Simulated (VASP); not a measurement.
**C: single point with PBEsol+D3(BJ)**

C:

```
C
1.0
     2.34281    0.00000    0.00000
    -1.17140    2.02893    0.00000
     0.00000    0.00000    6.66388
C
4
Direct
  0.00000 0.00000 0.00250
  0.00000 0.00000 0.50250
  0.33333 0.66667 0.00250
  0.66667 0.33333 0.50250
```

This cell differs from its parent crystal: volume 7.919 Å^3 an atom, c/a of the conventional cell 2.8444.

```json
{
  "Program": "VASP 6.6.1",
  "Task": "single point",
  "Functional": "PBEsol",
  "Dispersion": "D3(BJ)",
  "Potentials or basis": "VASP PAW PBE potentials, release 64 (C)",
  "Cutoff": "520 eV",
  "k mesh": "21 × 21 × 8",
  "Occupations": "gaussian, width 0.15 eV",
  "Spin": "no spin polarisation"
}
```

```json
{"Pressure": "52.3 GPa", "Band gap on the k mesh": "zero (band 8 reaches 5.61 eV, above the bottom of band 9 at 5.58 eV)", "Dispersion energy per atom": "-0.104 eV"}
```

Stress tensor (GPa, compression positive):
```
78.87  0.00  0.00
 0.00 78.87  0.00
 0.00  0.00 -0.73
```

Levels at points of the mesh, in eV from the Fermi level:
```csv
k point,band 6,band 7,band 8,band 9,band 10,band 11
"(0.00, 0.00, 0.00)",-2.87,-2.86,-2.86,3.49,9.37,9.37
"(0.00, 0.00, 0.50)",-2.86,-2.86,-2.86,6.18,6.18,9.39
```

Run time: 63 s on 1 thread of AMD EPYC 9R45 96-Core Processor (Zen 5), on a shared host, peak memory 0.19 GiB.

Caveat: the PAW data sets were made with another functional, which shifts forces and pressure a little; pairwise dispersion overbinds metals, which lowers pressure and volume.
